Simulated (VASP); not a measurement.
# ZnS: single point with PBE

Crystal: ZnS.

```xyz
2
Lattice="0.0000 2.7490 2.7490 2.7490 0.0000 2.7490 2.7490 2.7490 0.0000" Properties=species:S:1:pos:R:3 pbc="T T T"
Zn    0.0000    0.0000    0.0000
S     4.1235    4.1235    4.1235
```

This cell differs from its parent crystal: volume scaled by 1.05.

| Property | Result |
| --- | --- |
| Program | VASP 6.6.1 |
| Task | single point |
| Functional | PBE |
| Potentials or basis | VASP PAW PBE potentials, release 64 (Zn, S) |
| Cutoff | 520 eV |
| k mesh | 8 × 8 × 8 |
| Occupations | fermi-dirac, width 0.01 eV |
| Spin | no spin polarisation |
| Dipole correction | no |
| Further INCAR settings | ALGO = Normal; EDIFF = 1e-06; NBANDS = 16 |

The pressure is -1.8 GPa. The band gap on the k mesh is 1.89 eV, direct.

Levels at points of the mesh, in eV from the valence-band top:
```
           k point  band 6  band 7  band 8  band 9  band 10  band 11  band 12  band 13
(0.00, 0.00, 0.00)   -5.71    0.00    0.00    0.00     1.89     6.43     6.43     6.43
(0.50, 0.00, 0.00)   -5.52   -4.96   -0.79   -0.79     3.21     6.95     6.95     8.68
(0.50, 0.50, 0.00)   -5.51   -4.36   -2.04   -2.04     3.52     4.07    10.63    11.62
```

It took 22 s on 1 thread of AMD EPYC 7R43 64-Core Processor (Zen 3), with other jobs on the host, peak memory 0.13 GiB.
